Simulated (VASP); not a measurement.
Set up this calculation in VASP 6.6.1, as the native input.

```
Task                   : single point
Functional             : PBEsol
Potentials or basis    : VASP PAW PBE potentials, release 64 (C)
Cutoff                 : 520 eV
k mesh                 : 18 × 18 × 18
Occupations            : fermi-dirac, width 0.05 eV
Spin                   : no spin polarisation
Dipole correction      : no
Further INCAR settings : ALGO = Normal; EDIFF = 1e-06; NBANDS = 11
```

The structure of C lies in POSCAR:

```
C
1.0
    0.0000000000      2.1410865032      3.3701728316
    1.2361326873      0.0000000000      3.3701728316
    1.2361326873      2.1410865032      0.0000000000
C
2
Direct
    0.1666700000      0.8333300000      0.1666700000
    0.8333300000      0.1666700000      0.8333300000
```

One way to write it, as run:

INCAR

```
PREC     = Accurate       # precision mode
ENCUT    = 520            # plane-wave cutoff, eV
EDIFF    = 1E-6           # SCF threshold, eV
ISMEAR   = -1             # smearing method
SIGMA    = 0.05           # smearing width, eV
LREAL    = False          # projectors in reciprocal space
LASPH    = True           # aspherical terms in the spheres
NELM     = 100            # most SCF steps
ALGO     = Normal         # electronic algorithm
ISIF     = 2              # what is computed and relaxed
LWAVE    = False          # write WAVECAR
LCHARG   = False          # write CHGCAR
GGA      = PS             # functional
NBANDS   = 11             # bands
```

KPOINTS

```
regular mesh
0
Gamma
  18 18 18
```

Potentials or basis: VASP PAW PBE potentials, release 64 (C).

Run with:

```console
$ cat potpaw_PBE.64/C/POTCAR > POTCAR
$ mpirun -np 1 vasp_std > vasp.out
```

Results of the run:

| Property | Result |
| --- | --- |
| Pressure | -3.4 GPa |
| Largest force | 0.004 eV/Å |

Caveat: the cell stands under tension; this functional lacks dispersion, which binds the layers, so the pressure and a relaxed spacing across them are unreliable; the PAW data sets were made with another functional, which shifts forces and pressure a little.

It took 76 s on 1 thread of Intel(R) Xeon(R) 6975P-C (Granite Rapids) (shared host), peak memory 0.23 GiB.
